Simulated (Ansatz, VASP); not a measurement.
PbS: VASP beside Ansatz

```xyz
2
Lattice="3.6537 0.0000 0.0000 0.0000 3.6537 0.0000 0.0000 0.0000 3.6537" Properties=species:S:1:pos:R:3 pbc="T T T"
Pb    0.0000    0.0000    0.0000
S     1.8268    1.8268    1.8268
```

Alike in both runs: task single point; functional PBEsol; k mesh 4 × 4 × 4; occupations gaussian, width 0.14 eV; no spin polarisation.

|  | VASP | Ansatz |
| --- | --- | --- |
| version | VASP 6.6.1 | Ansatz 0.2.0 |
| potentials or method | VASP PAW PBE potentials, release 64 (Pb_d, S), cutoff 500 eV | scalar-relativistic, plane waves, PAW |
| valence electrons in the cell | 20 | 20 |

```tsv
	VASP	Ansatz	Ansatz less VASP
gap on the k mesh at the Fermi level (eV)	none	none	-
pressure (GPa)	-3.7	-3.7	+0.03
```

VASP's potentials were made for PBE, not for PBEsol. A gap of «none» marks a metal or a gap that the smearing closes. With one functional, cell and mesh, what is left measures potentials, basis and numerics.

The k mesh is coarse, so the values compare programs but aren't converged. Spin-orbit coupling is off throughout.
